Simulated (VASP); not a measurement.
# SnS (Pnma) in VASP: single point with PBE

Aim: the single point of SnS with PBE.

Everything below comes from runs of VASP 6.6.1. Logs are shortened: lines on timing, memory, paths and dates and some standing lists are left out, and cuts for length are marked.

## (1) The cell of the first run

Symmetry: Pnma, No. 62, orthorhombic system. The conventional cell has a = 11.451 Å, b = 4.018 Å, c = 4.458 Å, α = 90.00°, β = 90.00°, γ = 90.00°. Sn (site symmetry m) has 6 S at 2.66 to 3.47 Å within 3.5 Å. Within 3.5 Å of S (site symmetry m) lie 6 Sn at 2.66 to 3.47 Å.

## (2) Single point, PBE

The input, INCAR:

```
ALGO     = Normal         # electronic algorithm
EDIFF    = 1E-6           # SCF threshold, eV
ENCUT    = 500            # plane-wave cutoff, eV
GGA      = PE             # functional
GGA_COMPAT= False        
ISIF     = 2              # what is computed and relaxed
ISMEAR   = 0              # smearing method
LASPH    = True           # aspherical terms in the spheres
LCHARG   = True           # write CHGCAR
LELF     = True           # ELF
LREAL    = False          # projectors in reciprocal space
LVHAR    = True         
LWAVE    = False          # write WAVECAR
NBANDS   = 50             # bands
NELM     = 120            # most SCF steps
PREC     = Accurate       # precision mode
SIGMA    = 0.02           # smearing width, eV
```

The input, KPOINTS:

```
k-points
0
Gamma
  4 8 6
```

The input, POSCAR:

```
SnS
1.0
   11.4509763565      0.0000000000      0.0000000000
    0.0000000000      4.0179012468      0.0000000000
    0.0000000000      0.0000000000      4.4578704082
Sn S
4 4
Direct
    0.6212279745      0.2500000000      0.3695796511
    0.3787720255      0.7500000000      0.6304203489
    0.8787720255      0.7500000000      0.8695796511
    0.1212279745      0.2500000000      0.1304203489
    0.3496155970      0.2500000000      0.0231261279
    0.6503844030      0.7500000000      0.9768738721
    0.1503844030      0.7500000000      0.5231261279
    0.8496155970      0.2500000000      0.4768738721
```

Potentials or basis: VASP PAW PBE potentials, release 64 (Sn_d, S).

On the command line:

```
> cat potpaw_PBE.64/Sn_d/POTCAR potpaw_PBE.64/S/POTCAR > POTCAR
> mpirun -np 1 vasp_std > vasp.out
```

OUTCAR:

```text
EDIFF = 1E-6
   ENCUT = 500
   GGA = PE
   ISIF = 2
   ISMEAR = 0
   LASPH = True
   LREAL = False
   NELM = 120
   PREC = Accurate

 ion  position               nearest neighbor table
   1  0.621  0.250  0.370-   8 2.66   6 2.69   6 2.69   2 3.62   2 3.62
   2  0.379  0.750  0.630-   7 2.66   5 2.69   5 2.69   1 3.62   1 3.62
   3  0.879  0.750  0.870-   6 2.66   8 2.69   8 2.69   4 3.62   4 3.62
   4  0.121  0.250  0.130-   5 2.66   7 2.69   7 2.69   3 3.62   3 3.62
   5  0.350  0.250  0.023-   4 2.66   2 2.69   2 2.69
   6  0.650  0.750  0.977-   3 2.66   1 2.69   1 2.69
   7  0.150  0.750  0.523-   2 2.66   4 2.69   4 2.69
   8  0.850  0.250  0.477-   1 2.66   3 2.69   3 2.69

  LATTYP: Found a simple orthorhombic cell.
 ALAT       =     4.0179012468
 B/A-ratio  =     1.1095022337
 C/A-ratio  =     2.8499894978

  Lattice vectors:

 A1 = (   0.0000000000,   4.0179012468,   0.0000000000)
 A2 = (   0.0000000000,   0.0000000000,   4.4578704082)
 A3 = (  11.4509763565,   0.0000000000,   0.0000000000)

Analysis of symmetry for initial positions (statically):
=====================================================================
 Subroutine PRICEL returns:
 Original cell was already a primitive cell.

 Routine SETGRP: Setting up the symmetry group for a
 simple orthorhombic supercell.

 Subroutine GETGRP returns: Found  8 space group operations
 (whereof  2 operations were pure point group operations)
 out of a pool of  8 trial point group operations.

The static configuration has the point symmetry S_2 .
 The point group associated with its full space group is D_2h.

Analysis of symmetry for dynamics (positions and initial velocities):
=====================================================================
 Subroutine PRICEL returns:
 Original cell was already a primitive cell.

 Routine SETGRP: Setting up the symmetry group for a
 simple orthorhombic supercell.

 Subroutine GETGRP returns: Found  8 space group operations
 (whereof  2 operations were pure point group operations)
 out of a pool of  8 trial point group operations.

The dynamic configuration has the point symmetry S_2 .
 The point group associated with its full space group is D_2h.

 Subroutine INISYM returns: Found  8 space group operations
 (whereof  2 operations are pure point group operations),
 and found     1 'primitive' translations

----------------------------------------------------------------------------------------

                                     Primitive cell

  volume of cell :     205.1017

  direct lattice vectors                    reciprocal lattice vectors
    11.450976357  0.000000000  0.000000000     0.087328798  0.000000000  0.000000000
     0.000000000  4.017901247  0.000000000     0.000000000  0.248886157  0.000000000
     0.000000000  0.000000000  4.457870408     0.000000000  0.000000000  0.224322358

  length of vectors
    11.450976357  4.017901247  4.457870408     0.087328798  0.248886157  0.224322358

  position of ions in fractional coordinates (direct lattice)
     0.621227975  0.250000000  0.369579651
     0.378772025  0.750000000  0.630420349
     0.878772025  0.750000000  0.869579651
     0.121227975  0.250000000  0.130420349
     0.349615597  0.250000000  0.023126128
     0.650384403  0.750000000  0.976873872
     0.150384403  0.750000000  0.523126128
     0.849615597  0.250000000  0.476873872

  ion indices of the primitive-cell ions
   primitive index   ion index
                 1           1
                 2           2
                 3           3
                 4           4
                 5           5
                 6           6
                 7           7
                 8           8

----------------------------------------------------------------------------------------

 KPOINTS: k-points

Automatic generation of k-mesh.
 Grid dimensions read from file:
 generate k-points for:    4    8    6

 Generating k-lattice:

  Cartesian coordinates                     Fractional coordinates (reciprocal lattice)
     0.021832199  0.000000000  0.000000000     0.250000000  0.000000000  0.000000000
     0.000000000  0.031110770  0.000000000     0.000000000  0.125000000  0.000000000
     0.000000000  0.000000000  0.037387060     0.000000000  0.000000000  0.166666667

  Length of vectors
     0.021832199  0.031110770  0.037387060

  Shift w.r.t. Gamma in fractional coordinates (k-lattice)
     0.000000000  0.000000000  0.000000000

 Subroutine IBZKPT returns following result:
 ===========================================

 Found     60 irreducible k-points:

 Following reciprocal coordinates:
            Coordinates               Weight
  0.000000  0.000000  0.000000      1.000000
  0.250000  0.000000  0.000000      2.000000
  0.500000  0.000000  0.000000      1.000000
  0.000000  0.125000  0.000000      2.000000
  0.250000  0.125000  0.000000      4.000000
  0.500000  0.125000  0.000000      2.000000
[... 16 lines left out ...]
  0.250000  0.250000  0.166667      8.000000
  0.500000  0.250000  0.166667      4.000000
 [... further k-points ...]
   k-points           NKPTS =     60   k-points in BZ     NKDIM =     60   number of bands    NBANDS=     50
   number of dos      NEDOS =    301   number of ions     NIONS =      8
   total plane-waves  NPLWV =  90720
   dimension x,y,z NGX =    84 NGY =   30 NGZ =   36
   dimension x,y,z NGXF=   168 NGYF=   60 NGZF=   72
   ions per type =               4   4
   NGX,Y,Z   is equivalent  to a cutoff of  12.20, 12.41, 13.43 a.u.
   NGXF,Y,Z  is equivalent  to a cutoff of  24.39, 24.83, 26.85 a.u.
 SYSTEM =  unknown system
   PREC   = accura    normal or accurate (medium, high low for compatibility)
   ISTART =      0    job   : 0-new  1-cont  2-samecut
   ICHARG =      2    charge: 1-file 2-atom 10-const
   ISPIN  =      1    spin polarized calculation?
   LNONCOLLINEAR =      F non collinear calculations
   LSORBIT =      F    spin-orbit coupling
   LASPH  =      T    aspherical Exc in radial PAW
   ENCUT  =  500.0 eV  36.75 Ry    6.06 a.u.  20.88  7.33  8.13*2*pi/ulx,y,z
   NELM   =    120;   NELMIN=  2; NELMDL= -5     # of ELM steps
   EDIFF  = 0.1E-05   stopping-criterion for ELM
   LREAL  =      F    real-space projection
   EDIFFG = 0.1E-04   stopping-criterion for IOM
   NSW    =      0    number of steps for IOM
   IBRION =     -1    ionic relax: 0-MD 1-quasi-New 2-CG
   NFREE  =      0    steps in history (QN), initial steepest desc. (CG)
   ISIF   =      2    stress and relaxation
   ISYM   =      2    0-nonsym 1-usesym 2-fastsym
   POTIM  = 0.5000    time-step for ionic-motion
   TEBEG  =    0.0;   TEEND  =   0.0 temperature during run
   PSTRESS=    0.0 pullay stress
   NELECT =      80.0000    total number of electrons
   NUPDOWN=      -1.0000    fix difference up-down
   EMIN   =  10.00;   EMAX   =-10.00  energy-range for DOS
   EFERMI =   0.00;   METHOD = LEGACY
   ISMEAR =     0;   SIGMA  =   0.02  broadening in eV -4-tet -1-fermi 0-gaus
   EFERMI_NEDOS =   21; number of points for ismear=-14 and -15
   IALGO  =     38    algorithm
   IMIX   =      4    mixing-type and parameters
     AMIX     =   0.40;   BMIX     =  1.00
     AMIX_MAG =   1.60;   BMIX_MAG =  1.00
  volume/ion in A,a.u.               =      25.64       173.01
  Fermi-wavevector in a.u.,A,eV,Ry     =   1.196139  2.260375 19.466525  1.430749
  Thomas-Fermi vector in A             =   2.332087
   LORBIT       =      0    0 simple, 1 ext, 2 COOP (PROOUT), +10 PAW based schemes
   GGA     = PE    functional components
   LHFCALC =     F    Hartree Fock is set to
   AEXX    =    0.0000 exact exchange contribution
   IVDW    =     0    specifies the selected vdW correction
   LEPSILON=     F    determine dielectric tensor
   LRPA    =     F    only Hartree local field effects (RPA)
 non-spin polarized calculation
 Gauss-broadening in eV      SIGMA  =   0.02
  energy-cutoff  :      500.00
  volume of cell :      205.10
 maximum number of plane-waves:      5248
 NGX is ok and might be reduce to    84
   NGX = 41   NGY = 15   NGZ = 17

 number of electron      80.0000029 magnetization

 Free energy of the ion-electron system (eV)
  ---------------------------------------------------
  ext. energy  EPLUGINS =         0.00000000
  ---------------------------------------------------
  free energy    TOTEN  =       -35.46179138 eV

  energy without entropy =      -35.46179138  energy(sigma->0) =      -35.46179138

 E-fermi :   5.5142     XC(G=0):  -9.5607

 val. band max:        5.3872358088   @ k =   0.5000   0.0000   0.5000
 cond. band min:       6.4220635690   @ k =   0.0000   0.3750   0.0000
 fundamental gap:      1.0348277602
 Fermi energy:         5.5142047401

 k-point     1 :       0.0000    0.0000    0.0000
  band No.  band energies     occupation
      1     -15.7123      2.00000
      2     -15.7025      2.00000
      3     -15.6958      2.00000
      4     -15.6916      2.00000
      5     -15.6874      2.00000
      6     -15.6840      2.00000
[... 42 lines left out ...]
     49      10.4720      0.00000
     50      10.8442      0.00000

 k-point     2 :       0.2500    0.0000    0.0000
  band No.  band energies     occupation
      1     -15.7111      2.00000
      2     -15.7043      2.00000
      3     -15.6950      2.00000
      4     -15.6921      2.00000
      5     -15.6872      2.00000
      6     -15.6851      2.00000
[... 42 lines left out ...]
     49      10.5536      0.00000
     50      10.7691      0.00000

 k-point     3 :       0.5000    0.0000    0.0000
  band No.  band energies     occupation
      1     -15.7079      2.00000
      2     -15.7079      2.00000
      3     -15.6934      2.00000
      4     -15.6934      2.00000
      5     -15.6864      2.00000
      6     -15.6864      2.00000
[... 1102 lines left out ...]
     49       9.7537      0.00000
     50      10.2100      0.00000

 k-point    24 :       0.5000    0.2500    0.1667
  band No.  band energies     occupation
      1     -15.7001      2.00000
      2     -15.7001      2.00000
      3     -15.6947      2.00000
      4     -15.6947      2.00000
      5     -15.6854      2.00000
      6     -15.6854      2.00000
[... 42 lines left out ...]
     49       9.9236      0.00000
     50       9.9236      0.00000

 [... further k-points ...]
[... 5 lines left out ...]
  --------------------------------------------------------------------------------------
  -------------------------------------------------------------------------------------
  Total       -0.1546022     -0.0542532     -0.1159031      0.0000000     -0.0000000      0.0000000
  in kB       -1.2076943     -0.4238057     -0.9053917      0.0000000     -0.0000000      0.0000000
  external PRESSURE =      -0.8456306 kB  Pullay stress =       0.0000000 kB

 VOLUME and BASIS-vectors are now :
 -----------------------------------------------------------------------------
  energy-cutoff  :      500.00
  volume of cell :      205.10
      direct lattice vectors                 reciprocal lattice vectors
    11.450976357  0.000000000  0.000000000     0.087328798  0.000000000  0.000000000
     0.000000000  4.017901247  0.000000000     0.000000000  0.248886157  0.000000000
     0.000000000  0.000000000  4.457870408     0.000000000  0.000000000  0.224322358

 POSITION                                       TOTAL-FORCE (eV/Angst)
 -----------------------------------------------------------------------------------
      7.11367      1.00448      1.64754         0.014190      0.000000     -0.004355
      4.33731      3.01343      2.81033        -0.014190     -0.000000      0.004355
     10.06280      3.01343      3.87647        -0.014190     -0.000000     -0.004355
      1.38818      1.00448      0.58140         0.014190      0.000000      0.004355
      4.00344      1.00448      0.10309         0.005062     -0.000000     -0.004966
      7.44754      3.01343      4.35478        -0.005062     -0.000000      0.004966
      1.72205      3.01343      2.33203        -0.005062      0.000000     -0.004966
      9.72893      1.00448      2.12584         0.005062     -0.000000      0.004966
 -----------------------------------------------------------------------------------
    total drift:                                0.000000      0.000000      0.000000

  FREE ENERGIE OF THE ION-ELECTRON SYSTEM (eV)
  ---------------------------------------------------
  free  energy   TOTEN  =       -35.4617913801 eV

  energy  without entropy=      -35.4617913801  energy(sigma->0) =      -35.46179138
```

Wall time 3.9 min (1 thread of Intel Xeon Platinum 8481C at 2.70GHz (Sapphire Rapids), shared host); peak memory 0.55 GiB.

What came out:

- Free energy: -35.4618 eV
- Pressure: -0.1 GPa
- Largest force: 0.015 eV/Å
- Band gap on the k mesh: 1.03 eV, indirect (least direct gap 1.33 eV)

Forces on the atoms (eV/Å):
```
Sn   0.014  0.000 -0.004
Sn  -0.014  0.000  0.004
Sn  -0.014  0.000 -0.004
Sn   0.014  0.000  0.004
S    0.005  0.000 -0.005
S   -0.005  0.000  0.005
S   -0.005  0.000 -0.005
S    0.005  0.000  0.005
```

Caveat: spin-orbit coupling is left out, which moves the levels of the heavy elements. A k mesh can miss the band edges.
